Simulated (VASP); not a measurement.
Here is a VASP 6.6.1 calculation.

INCAR

```
  PREC = Accurate
  ENCUT = 520
  EDIFF = 1E-6
  ISMEAR = -1
  SIGMA = 0.05
  LREAL = False
  LASPH = True
  NELM = 100
  ALGO = Normal
  ISIF = 2
  LWAVE = False
  LCHARG = False
  GGA = PE
  NBANDS = 25
```

File KPOINTS:

```
Automatic mesh
0
Gamma
  8 8 6
```

File POSCAR:

```
CuO
1.0
    2.8995053213      0.0000000000      0.0000000000
    0.0000000000      2.8995053213      0.0000000000
    0.0000000000      0.0000000000      5.1449128700
Cu O
2 2
Direct
    0.0000000000      0.5000000000      0.0000000000
    0.5000000000      0.0000000000      0.5000000000
    0.0000000000      0.0000000000      0.2500000000
    0.0000000000      0.0000000000      0.7500000000
```

Potentials or basis: VASP PAW PBE potentials, release 64 (Cu, O).

Command:

```bash
$ cat potpaw_PBE.64/Cu/POTCAR potpaw_PBE.64/O/POTCAR > POTCAR
$ mpirun -np 1 vasp_std > vasp.out
```

Problem. Estimate the band gap on the k mesh.

Solution. Zero (band 17 reaches 5.87 eV, above the bottom of band 18 at 4.70 eV).

Problem. What does it give for the pressure?

Solution. 5.8 GPa.

Stress tensor (GPa, compression positive):
```
5.64 0.00 0.00
0.00 5.64 0.00
0.00 0.00 6.13
```

Caveat: semilocal functionals often make such compounds metallic where correlation or magnetic order opens a gap, which also shifts bond lengths. With open d or f shells a metallic result of PBE can be an artefact of self-interaction; +U or a hybrid may open a gap.
